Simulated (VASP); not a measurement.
## LiH: single point with PBEsol

Crystal: LiH.

```xyz
2
Lattice="0.0000 2.0636 2.0636 2.0636 0.0000 2.0636 2.0636 2.0636 0.0000" Properties=species:S:1:pos:R:3 pbc="T T T"
Li    0.0000    0.0000    0.0000
H     2.0636    2.0636    2.0636
```

This cell differs from its parent crystal: volume scaled by 1.04.

| Quantity | Value |
| --- | --- |
| Program | VASP 6.6.1 |
| Task | single point |
| Functional | PBEsol |
| Potentials or basis | VASP PAW PBE potentials, release 64 (Li_sv, H) |
| Cutoff | 520 eV |
| k mesh | 11 × 11 × 11 |
| Occupations | fermi-dirac, width 0.05 eV |
| Spin | no spin polarisation |

```json
{"Band gap on the k mesh": "2.99 eV, direct"}
```

Levels at points of the mesh, in eV from the valence-band top:
| k point | band 1 | band 2 | band 3 | band 4 | band 5 |
| --- | --- | --- | --- | --- | --- |
| (0.00, 0.00, 0.00) | -43.75 | -5.17 | 15.04 | 16.92 | 16.92 |

Run time: 20 s on 1 thread of AMD EPYC 7R13 (shared host), peak memory 0.1 GiB.

 A k mesh can miss the band edges.
